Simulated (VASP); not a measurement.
# SrCl2 (Fm-3m) in VASP: settings compared

Aim: see how the results for SrCl2 move with the level of theory and the settings. Levels: BLYP, RPBE. Tasks: single point.

Program: VASP 6.6.1. These are calculated values, not measurements. Logs are shortened: lines on timing, memory, paths and dates and some standing lists are left out, and cuts for length are marked.

**1. The cell of the first run**

Symmetry: Fm-3m, No. 225, cubic system. The conventional cell has a = 6.977 Å, b = 6.977 Å, c = 6.977 Å, α = 90.00°, β = 90.00°, γ = 90.00°. Within 4.0 Å of Sr (site symmetry m-3m) lie 8 Cl at 3.02 Å. Within 4.0 Å of Cl (site symmetry -43m) lie 4 Sr at 3.02 Å and 6 Cl at 3.49 Å.

**2. Single point, BLYP**

Input file INCAR:

```
SYSTEM = SrCl2
PREC     = Accurate       ! precision mode
ENCUT    = 500            ! plane-wave cutoff, eV
EDIFF    = 1E-6           ! SCF threshold, eV
ISMEAR   = 0              ! smearing method
SIGMA    = 0.01           ! smearing width, eV
LREAL    = .False.        ! projectors in reciprocal space
LASPH    = .True.         ! aspherical terms in the spheres
NELM     = 120            ! most SCF steps
ALGO     = Normal         ! electronic algorithm
ISIF     = 2              ! what is computed and relaxed
LWAVE    = .False.        ! write WAVECAR
LCHARG   = .False.        ! write CHGCAR
GGA      = B5             ! functional
ALDAX    = 1.0          
AGGAX    = 1.0          
AGGAC    = 1.0          
ALDAC    = 0.0          
NBANDS   = 19             ! bands
ISYM     = 0            
GGA_COMPAT= .False.
```

Input file KPOINTS:

```
Automatic mesh
0
Gamma
  5 5 5
  0.5 0.5 0.5
```

Input file POSCAR:

```
SrCl2
1.0
    0.0000000000      3.4883500000      3.4883500000
    3.4883500000      0.0000000000      3.4883500000
    3.4883500000      3.4883500000      0.0000000000
Sr Cl
1 2
Direct
    0.0000000000      0.0000000000      0.0000000000
    0.2500000000      0.2500000000      0.2500000000
    0.7500000000      0.7500000000      0.7500000000
```

Potentials or basis: VASP PAW PBE potentials, release 64 (Sr_sv, Cl).

Run with:

```sh
cat potpaw_PBE.64/Sr_sv/POTCAR potpaw_PBE.64/Cl/POTCAR > POTCAR
mpirun -np 1 vasp_std > vasp.out
```

OUTCAR:

```text
SYSTEM = SrCl2
   PREC = Accurate
   ENCUT = 500
   EDIFF = 1E-6
   ISMEAR = 0
   LREAL = .False.
   LASPH = .True.
   NELM = 120
   ISIF = 2
   GGA = B5
   ISYM = 0

 ion  position               nearest neighbor table
   1  0.000  0.000  0.000-   3 3.02   3 3.02   3 3.02   2 3.02   3 3.02   2 3.02   2 3.02   2 3.02

   2  0.250  0.250  0.250-   1 3.02   1 3.02   1 3.02   1 3.02
   3  0.750  0.750  0.750-   1 3.02   1 3.02   1 3.02   1 3.02

IMPORTANT INFORMATION: All symmetrisations will be switched off!
NOSYMM: (Re-)initialisation of all symmetry stuff for point group C_1.

----------------------------------------------------------------------------------------

                                     Primitive cell

  volume of cell :      84.8966

  direct lattice vectors                    reciprocal lattice vectors
     0.000000000  3.488350000  3.488350000    -0.143334241  0.143334241  0.143334241
     3.488350000  0.000000000  3.488350000     0.143334241 -0.143334241  0.143334241
     3.488350000  3.488350000  0.000000000     0.143334241  0.143334241 -0.143334241

  length of vectors
     4.933271880  4.933271880  4.933271880     0.248262188  0.248262188  0.248262188

  position of ions in fractional coordinates (direct lattice)
     0.000000000  0.000000000  0.000000000
     0.250000000  0.250000000  0.250000000
     0.750000000  0.750000000  0.750000000

  ion indices of the primitive-cell ions
   primitive index   ion index
                 1           1
                 2           2
                 3           3

----------------------------------------------------------------------------------------

 KPOINTS: Automatic mesh

Automatic generation of k-mesh.
 Grid dimensions read from file:
 generate k-points for:    5    5    5

 Generating k-lattice:

  Cartesian coordinates                     Fractional coordinates (reciprocal lattice)
    -0.028666848  0.028666848  0.028666848     0.200000000  0.000000000  0.000000000
     0.028666848 -0.028666848  0.028666848     0.000000000  0.200000000  0.000000000
     0.028666848  0.028666848 -0.028666848     0.000000000  0.000000000  0.200000000

  Length of vectors
     0.049652438  0.049652438  0.049652438

  Shift w.r.t. Gamma in fractional coordinates (k-lattice)
     0.500000000  0.500000000  0.500000000

 Subroutine IBZKPT returns following result:
[... 46 lines left out ...]
   LASPH  =      T    aspherical Exc in radial PAW
   ENCUT  =  500.0 eV  36.75 Ry    6.06 a.u.   8.99  8.99  8.99*2*pi/ulx,y,z
   NELM   =    120;   NELMIN=  2; NELMDL= -5     # of ELM steps
   EDIFF  = 0.1E-05   stopping-criterion for ELM
   LREAL  =      F    real-space projection
   EDIFFG = 0.1E-04   stopping-criterion for IOM
   NSW    =      0    number of steps for IOM
   IBRION =     -1    ionic relax: 0-MD 1-quasi-New 2-CG
   NFREE  =      0    steps in history (QN), initial steepest desc. (CG)
   ISIF   =      2    stress and relaxation
   ISYM   =      0    0-nonsym 1-usesym 2-fastsym
   POTIM  = 0.5000    time-step for ionic-motion
   TEBEG  =    0.0;   TEEND  =   0.0 temperature during run
   PSTRESS=    0.0 pullay stress
   NELECT =      24.0000    total number of electrons
   NUPDOWN=      -1.0000    fix difference up-down
   EMIN   =  10.00;   EMAX   =-10.00  energy-range for DOS
   EFERMI =   0.00;   METHOD = LEGACY
   ISMEAR =     0;   SIGMA  =   0.01  broadening in eV -4-tet -1-fermi 0-gaus
   EFERMI_NEDOS =   21; number of points for ismear=-14 and -15
   IALGO  =     38    algorithm
   IMIX   =      4    mixing-type and parameters
     AMIX     =   0.40;   BMIX     =  1.00
     AMIX_MAG =   1.60;   BMIX_MAG =  1.00
  volume/ion in A,a.u.               =      28.30       190.97
  Fermi-wavevector in a.u.,A,eV,Ry     =   1.074439  2.030396 15.706833  1.154420
  Thomas-Fermi vector in A             =   2.210267
   LORBIT       =      0    0 simple, 1 ext, 2 COOP (PROOUT), +10 PAW based schemes
   GGA     = B5    functional components
   LHFCALC =     F    Hartree Fock is set to
   AEXX    =    0.0000 exact exchange contribution
   IVDW    =     0    specifies the selected vdW correction
   LEPSILON=     F    determine dielectric tensor
   LRPA    =     F    only Hartree local field effects (RPA)
 non-spin polarized calculation
 Gauss-broadening in eV      SIGMA  =   0.01
  energy-cutoff  :      500.00
  volume of cell :       84.90
 maximum number of plane-waves:      2168
   NGX = 17   NGY = 17   NGZ = 17

 number of electron      24.0000003 magnetization

 Free energy of the ion-electron system (eV)
  ---------------------------------------------------
  ext. energy  EPLUGINS =         0.00000000
  ---------------------------------------------------
  free energy    TOTEN  =       -11.92387343 eV

  energy without entropy =      -11.92387343  energy(sigma->0) =      -11.92387343

 E-fermi :   0.4442     XC(G=0):  -7.9293

 val. band max:        0.3798740918   @ k =   0.5000   0.4000   0.0000
 cond. band min:       6.0770719042   @ k =   0.0000   0.1000   0.0000
 fundamental gap:      5.6971978124
 Fermi energy:         0.4441774444

 k-point     1 :       0.1000    0.1000    0.1000
  band No.  band energies     occupation
      1     -32.4292      2.00000
      2     -14.4941      2.00000
      3     -14.4618      2.00000
      4     -14.4618      2.00000
      5     -12.7523      2.00000
      6     -11.9891      2.00000
[... 505 lines left out ...]
      6     -12.0710      2.00000
[... 11 lines left out ...]
     18       9.1265      0.00000
     19       9.2902      0.00000

 [... further k-points ...]

------------------------ aborting loop because EDIFF is reached ----------------------------------------

  FORCE on cell =-STRESS in cart. coord.  units (eV):
  Direction    XX          YY          ZZ          XY          YZ          ZX
  --------------------------------------------------------------------------------------
  -------------------------------------------------------------------------------------
  Total        1.4097225      1.4097233      1.4097248     -0.0000022     -0.0000021     -0.0000009
  in kB       26.6044369     26.6044518     26.6044792     -0.0000419     -0.0000391     -0.0000171
  external PRESSURE =      26.6044560 kB  Pullay stress =       0.0000000 kB

 VOLUME and BASIS-vectors are now :
 -----------------------------------------------------------------------------
  energy-cutoff  :      500.00
  volume of cell :       84.90
      direct lattice vectors                 reciprocal lattice vectors
     0.000000000  3.488350000  3.488350000    -0.143334241  0.143334241  0.143334241
     3.488350000  0.000000000  3.488350000     0.143334241 -0.143334241  0.143334241
     3.488350000  3.488350000  0.000000000     0.143334241  0.143334241 -0.143334241

 POSITION                                       TOTAL-FORCE (eV/Angst)
 -----------------------------------------------------------------------------------
      0.00000      0.00000      0.00000         0.000000     -0.000000      0.000000
      1.74418      1.74418      1.74418        -0.000000     -0.000000      0.000000
      5.23252      5.23252      5.23252         0.000000      0.000000     -0.000001
 -----------------------------------------------------------------------------------
    total drift:                               -0.000000      0.000000      0.000000

  FREE ENERGIE OF THE ION-ELECTRON SYSTEM (eV)
  ---------------------------------------------------
  free  energy   TOTEN  =       -11.9238734252 eV

  energy  without entropy=      -11.9238734252  energy(sigma->0) =      -11.92387343
```

stdout:

```text
POSCAR found type information on POSCAR SrCl
 POSCAR found :  2 types and       3 ions
 scaLAPACK will be used
 -----------------------------------------------------------------------------
|                                                                             |
|                                                                             |
|     You enforced a specific xc type in the INCAR file but a different       |
|     I HOPE YOU KNOW WHAT YOU ARE DOING!                                     |
|                                                                             |
 -----------------------------------------------------------------------------

 LDA part: xc-table for (Slater(with rela. corr.)+VWN5), standard interpolation
 POSCAR, INCAR and KPOINTS ok, starting setup
 FFT: planning ... GRIDC
 FFT: planning ... GRID_SOFT
 FFT: planning ... GRID
 WAVECAR not read
 entering main loop
```

It took 2.2 min on 1 thread of Intel Xeon 6975P-C (Granite Rapids), shared host; peak memory 0.46 GiB.

What came out:

- Free energy: -11.9239 eV
- Pressure: 2.7 GPa
- Band gap on the k mesh: 5.70 eV (least direct gap 5.71 eV)

Levels at points of the mesh, in eV from the valence-band top:
```
           k point  band 9  band 10  band 11  band 12  band 13  band 14  band 15  band 16
(0.50, 0.50, 0.50)   -1.40    -1.22    -0.95    -0.95     6.76     6.76     7.57     8.01
(0.50, 0.00, 0.00)   -1.40    -1.22    -0.95    -0.95     6.76     6.76     7.57     8.01
(0.00, 0.00, 0.50)   -1.40    -1.22    -0.95    -0.95     6.76     6.76     7.57     8.01
(0.00, 0.50, 0.00)   -1.40    -1.22    -0.95    -0.95     6.76     6.76     7.57     8.01
```

Caveat: the PAW data sets were made with another functional, which shifts forces and pressure a little; a shifted mesh leaves out Γ, where band edges can lie.

**3. Single point, RPBE**

Input file INCAR:

```
PREC = Accurate
ENCUT = 500
EDIFF = 1E-6
ISMEAR = 0
SIGMA = 0.01
LREAL = F
LASPH = T
NELM = 120
ALGO = Normal
ISIF = 2
LWAVE = F
LCHARG = F
GGA = RP
ISYM = 0
NBANDS = 19
GGA_COMPAT = F
```

KPOINTS is that of step 2.

POSCAR is that of step 2.

Potentials or basis: VASP PAW PBE potentials, release 64 (Sr_sv, Cl).

Run with:

```sh
cat potpaw_PBE.64/Sr_sv/POTCAR potpaw_PBE.64/Cl/POTCAR > POTCAR
mpirun -np 1 vasp_std > vasp.out
```

Run time: 1.9 min. Hardware: 1 thread of Intel Xeon 6975P-C (Granite Rapids), shared host; peak memory 0.46 GiB.

It converged, with:

| Property | Result |
| --- | --- |
| Free energy | -12.0812 eV |
| Pressure | 3.0 GPa |
| Band gap on the k mesh | 5.94 eV |

Levels at points of the mesh, in eV from the valence-band top:
```tsv
k point	band 10	band 11	band 12	band 13	band 14	band 15
(0.50, 0.50, 0.50)	-1.20	-0.95	-0.95	6.96	6.96	7.69
(0.50, 0.00, 0.00)	-1.20	-0.95	-0.95	6.96	6.96	7.69
(0.00, 0.00, 0.50)	-1.20	-0.95	-0.95	6.96	6.96	7.69
(0.00, 0.50, 0.00)	-1.20	-0.95	-0.95	6.96	6.96	7.69
```

Caveat: the cell stands under pressure; the PAW data sets were made with another functional, which shifts forces and pressure a little; a shifted mesh leaves out Γ, where band edges can lie.
